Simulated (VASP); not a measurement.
## Al5BAs6: single point with PBE

Crystal: Al5BAs6.

```
Al B As
1.0
     6.81295    0.00000    0.00000
    -3.40648    5.90019    0.00000
     0.00000    0.00000    6.46918
Al B As
5 1 6
Direct
  0.66667 0.33333 0.00192
  0.33333 0.66667 0.00192
  0.00000 0.31991 0.50053
  0.68009 0.68009 0.50053
  0.31991 0.00000 0.50053
  0.00000 0.00000 0.99847
  0.66667 0.33333 0.38399
  0.33333 0.66667 0.38399
  0.00000 0.00000 0.32811
  0.00000 0.29425 0.88533
  0.70575 0.70575 0.88533
  0.29425 0.00000 0.88533
```

| Property | Result |
| --- | --- |
| Program | VASP 6.6.1 |
| Task | single point |
| Functional | PBE |
| Potentials or basis | VASP PAW PBE potentials, release 64 (Al, B, As) |
| Cutoff | 520 eV |
| k mesh | 6 × 6 × 4 |
| Occupations | gaussian, width 0.02 eV |
| Spin | no spin polarisation |

The pressure is 0.2 GPa and the largest force is 0.017 eV/Å. The band gap on the k mesh is 1.21 eV (least direct gap 1.28 eV).

Forces on the atoms (eV/Å):
```
Al   0.000  0.000 -0.004
Al   0.000  0.000 -0.004
Al   0.001 -0.002  0.004
Al   0.001  0.002  0.004
Al  -0.002  0.000  0.004
B    0.000  0.000 -0.003
As   0.000  0.000  0.002
As   0.000  0.000  0.002
As   0.000  0.000  0.016
As  -0.008  0.013 -0.006
As  -0.008 -0.013 -0.006
As   0.015  0.000 -0.006
```

Levels at points of the mesh, in eV from the valence-band top:
| k point | band 22 | band 23 | band 24 | band 25 | band 26 | band 27 |
| --- | --- | --- | --- | --- | --- | --- |
| (0.00, 0.00, 0.00) | -0.22 | 0.00 | 0.00 | 1.28 | 2.02 | 2.02 |
| (0.50, 0.00, 0.00) | -1.07 | -1.07 | -0.89 | 1.46 | 2.69 | 2.97 |
| (0.00, 0.00, 0.50) | -0.79 | -0.47 | -0.47 | 1.71 | 2.15 | 2.57 |
| (0.50, 0.00, 0.50) | -1.62 | -1.58 | -1.55 | 1.63 | 1.81 | 2.50 |

Wall time 2 min on 1 thread of Intel(R) Xeon(R) 6975P-C (Granite Rapids), with other jobs on the host, peak memory 0.46 GiB.

A k mesh can miss the band edges.
